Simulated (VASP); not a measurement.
A run of VASP 6.6.1:

File INCAR:

```
SYSTEM = Zn2O
PREC = Accurate
ENCUT = 520
EDIFF = 1E-7
ISMEAR = 0
SIGMA = 0.1
LREAL = .False.
LASPH = .True.
NELM = 100
ALGO = Normal
ISIF = 2
LWAVE = .False.
LCHARG = .False.
GGA = PE
NBANDS = 22
```

File KPOINTS:

```
regular mesh
0
Gamma
  12 12 12
  0 0 0
```

Contents of POSCAR:

```
Zn2O
1.0
    1.5456507749      0.8923818910      4.8939894008
   -1.5456507749      0.8923818910      4.8939894008
    0.0000000000     -1.7847637819      4.8939894008
Zn O
2 1
Direct
    0.5804487691      0.5804487691      0.5804487691
    0.4195512309      0.4195512309      0.4195512309
    0.0000000000      0.0000000000      0.0000000000
```

Potentials or basis: VASP PAW PBE potentials, release 64 (Zn, O).

Command:

```console
$ cat potpaw_PBE.64/Zn/POTCAR potpaw_PBE.64/O/POTCAR > POTCAR
$ mpirun -np 1 vasp_std > vasp.out
```

Hardware: 1 thread of Intel(R) Xeon(R) Platinum 8259CL CPU @ 2.50GHz (Skylake/Cascade Lake) (shared host).

Problem. How long does it take, and how much memory?

Solution. Wall time 10 min on 1 thread of Intel(R) Xeon(R) Platinum 8259CL CPU @ 2.50GHz (Skylake/Cascade Lake), with other jobs on the host, peak memory 0.33 GiB. Counts: scf iterations 15, k points 189.
